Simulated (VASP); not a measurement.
## Ca2C: single point with r2SCAN

Crystal: Ca2C.

```
C Ca
1.0
     0.00000    3.20554    3.20554
     3.20554    0.00000    3.20554
     3.20554    3.20554    0.00000
C Ca
1 2
Direct
  0.00000 0.00000 0.00000
  0.25000 0.25000 0.25000
  0.75000 0.75000 0.75000
```

This cell differs from its parent crystal: strain +2.5%.

```yaml
Program: VASP 6.6.1
Task: single point
Functional: r2SCAN
Potentials_or_basis: VASP PAW PBE potentials, release 64 (C, Ca_sv)
Cutoff: 520 eV
k_mesh: 8 × 8 × 8
Occupations: gaussian, width 0.01 eV
Spin: no spin polarisation
Dipole_correction: no
Further_INCAR_settings: ALGO = Normal; EDIFF = 1e-06; NBANDS = 19
```

```
Pressure               : -3.3 GPa
Band gap on the k mesh : 0.48 eV
```

Levels at points of the mesh, in eV from the valence-band top:
```csv
k point,band 8,band 9,band 10,band 11,band 12,band 13,band 14,band 15,band 16,band 17
"(0.00, 0.00, 0.00)",-22.03,-8.77,-0.91,-0.91,-0.91,0.89,2.25,2.25,6.01,6.01
"(0.50, 0.00, 0.00)",-22.21,-8.25,-1.89,-0.33,-0.33,3.02,3.27,3.27,4.30,4.76
"(0.50, 0.50, 0.00)",-21.94,-8.12,-1.88,0.00,0.00,0.48,2.85,3.10,5.01,5.01
```

Run time: 3.6 min on 1 thread of Intel Xeon 8259CL, with other jobs on the host, peak memory 0.23 GiB.

Caveat: the cell differs from its parent crystal (strain +2.5%); the cell stands under tension; the PAW data sets were made with another functional, which shifts forces and pressure a little. A k mesh can miss the band edges.
